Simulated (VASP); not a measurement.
A run of VASP 6.6.1 is set up as follows.

Contents of INCAR:

```
SYSTEM = ScZn3
  ALGO = Normal
  EDIFF = 1E-6
  ENCUT = 520
  GGA = CA
  ISIF = 2
  ISMEAR = 0
  LASPH = .TRUE.
  LCHARG = .FALSE.
  LREAL = .FALSE.
  LWAVE = .FALSE.
  NBANDS = 32
  NELM = 100
  PREC = Accurate
  SIGMA = 0.15
```

File KPOINTS:

```
k-points
0
G
  6 6 6
  0 0 0
```

File POSCAR:

```
ScZn3
1.0
    0.0000000000      3.2115325363      3.2115325363
    3.2115325363      0.0000000000      3.2115325363
    3.2115325363      3.2115325363      0.0000000000
Sc Zn
1 3
Direct
    0.0000000000      0.0000000000      0.0000000000
    0.2500000000      0.2500000000      0.2500000000
    0.7500000000      0.7500000000      0.7500000000
    0.5000000000      0.5000000000      0.5000000000
```

Potentials or basis: VASP PAW LDA potentials, release 64 (Sc_sv, Zn).

Run with:

```bash
$ cat potpaw_LDA.64/Sc_sv/POTCAR potpaw_LDA.64/Zn/POTCAR > POTCAR
$ mpirun -np 1 vasp_std > vasp.out
```

Q: Estimate the pressure.

A: -9.1 GPa.
